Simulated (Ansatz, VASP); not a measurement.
One calculation of C, two programs

```
C
1.0
     2.49812    0.00000    0.00000
    -1.24906    2.16343    0.00000
     0.00000    0.00000    4.22300
C
4
Direct
  0.33333 0.66667 0.99974
  0.66667 0.33333 0.49974
  0.33333 0.66667 0.37426
  0.66667 0.33333 0.87426
```

Change from the starting cell: strained cell.

Alike in both runs: functional PBEsol; k mesh 9 × 9 × 6; occupations gaussian, width 0.02 eV; no spin polarisation.

Ansatz relaxed the structure, and its values are those at the end. VASP's run is a single point on that final structure, the one shown.

```csv
,VASP,Ansatz
version,VASP 6.6.1,Ansatz 0.2.0
potentials or method,"VASP PAW PBE potentials, release 64 (C_h), cutoff 1300 eV","scalar-relativistic, plane waves, PAW"
valence electrons in the cell,16,16
```

|  | VASP | Ansatz | Ansatz less VASP |
| --- | --- | --- | --- |
| gap on the k mesh at the Fermi level (eV) | 3.09 | 3.10 | +0.013 |
| least direct gap on the mesh (eV) | 4.85 | 4.85 | -0.003 |
| pressure (GPa) | -6.1 | -6.2 | -0.16 |

VASP's potentials were made for PBE, not for PBEsol, and Ansatz warns of the same on its side. With one functional, cell and mesh, what is left measures potentials, basis and numerics. Ansatz's warnings: stress scf threshold loose.
